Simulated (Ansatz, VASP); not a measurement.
# Two plane-wave programs on RbHg

```
Rb Hg
1.0
     4.63094    0.00000    0.00000
    -2.31547    4.01051    0.00000
     0.00000    0.00000    7.64457
Rb Hg
1 1
Direct
  0.00000 0.00000 0.50000
  0.00000 0.00000 0.00000
```

Alike in both runs: functional PBE; k mesh 12 × 12 × 8; occupations gaussian, width 0.1 eV; no spin polarisation.

Ansatz relaxed the structure, and its values are those at the end. VASP's run is a single point on that final structure, the one shown.

```csv
,VASP,Ansatz
version,VASP 6.6.1,Ansatz 0.2.0
potentials or method,"VASP PAW PBE potentials, release 64 (Rb_sv, Hg), cutoff 520 eV","scalar-relativistic, plane waves, PAW"
valence electrons in the cell,21,29
```

```tsv
	VASP	Ansatz	Ansatz less VASP
gap on the k mesh at the Fermi level (eV)	none	none	-
pressure (GPa)	0.0	0.0	+0.01
```

A gap of «none» marks a metal or a gap that the smearing closes. The functional is the same, so the differences come from potentials, cutoffs and numerics. VASP's potentials hold 21 valence electrons a cell and Ansatz's 29, so a difference there can come from the potentials and not from the codes.

Spin-orbit coupling is off throughout.
